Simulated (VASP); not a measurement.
Here is a VASP 6.6.1 calculation.

The input INCAR:

```
  PREC = Accurate
  ENCUT = 520
  EDIFF = 1E-8
  ISMEAR = -1
  SIGMA = 0.05
  LREAL = F
  LASPH = T
  NELM = 100
  ALGO = Normal
  ISIF = 2
  LWAVE = F
  LCHARG = F
  GGA = PS
  LEFG = T
  NBANDS = 30
```

KPOINTS

```
Automatic mesh
0
Gamma
  9 9 9
```

The input POSCAR:

```
Cu3Pd
1.0
    3.7220000000      0.0000000000      0.0000000000
    0.0000000000      3.7220000000      0.0000000000
    0.0000000000      0.0000000000      3.7220000000
Cu Pd
3 1
Direct
    0.0000000000      0.5000000000      0.5000000000
    0.5000000000      0.0000000000      0.5000000000
    0.5000000000      0.5000000000      0.0000000000
    0.0000000000      0.0000000000      0.0000000000
```

Potentials or basis: VASP PAW PBE potentials, release 64 (Cu, Pd).

Command:

```console
$ cat potpaw_PBE.64/Cu/POTCAR potpaw_PBE.64/Pd/POTCAR > POTCAR
$ mpirun -np 1 vasp_std > vasp.out
```

**Question.** Estimate the pressure.

**Answer.** -8.0 GPa.

Electric field gradients, principal values (V/Å²):
| atom | least | middle | greatest (by size) |
| --- | --- | --- | --- |
| 1 Cu | -12.569 | -12.569 | 25.137 |
| 2 Cu | -12.569 | -12.569 | 25.137 |
| 3 Cu | -12.569 | -12.569 | 25.137 |
| 4 Pd | 0.000 | 0.000 | 0.000 |

Caveat: without QUAD_EFG the Cq values of the log hold for a quadrupole moment of 1 mb, not for the nuclei; the PAW data sets were made with another functional, which shifts forces and pressure a little.
